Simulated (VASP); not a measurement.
# PdCl (CsCl type): single point with PBE

Crystal: PdCl (CsCl type).

```xyz
2
Lattice="3.2476 0.0000 0.0000 0.0000 3.2476 0.0000 0.0000 0.0000 3.2476" Properties=species:S:1:pos:R:3 pbc="T T T"
Pd    0.0000    0.0000    0.0000
Cl    1.6238    1.6238    1.6238
```

| Property | Result |
| --- | --- |
| Program | VASP 6.6.1 |
| Task | single point |
| Functional | PBE |
| Potentials or basis | VASP PAW PBE potentials, release 64 (Pd, Cl) |
| Cutoff | 520 eV |
| k mesh | 15 × 15 × 15 |
| Occupations | fermi-dirac, width 0.08 eV |
| Spin | no spin polarisation |
| Dipole correction | no |
| k mesh for the DOS | 23 × 23 × 23 |
| Occupations for the DOS | tetrahedron |
| Further INCAR settings | ALGO = Normal; EDIFF = 1e-06 |

- Valence electrons inside the program's atomic spheres: Pd 9.05; Cl 5.00

Levels at points of the mesh, in eV from the Fermi level:
| k point | band 7 | band 8 | band 9 | band 10 | band 11 | band 12 |
| --- | --- | --- | --- | --- | --- | --- |
| (0.00, 0.00, 0.00) | -1.00 | -1.00 | -1.00 | 0.62 | 9.06 | 9.06 |

It took 110 s on 1 thread of Intel Xeon 8259CL (shared host), peak memory 0.28 GiB.

Caveat: an odd number of electrons without spin polarisation forces a metal; a magnetic or distorted state may lie lower.
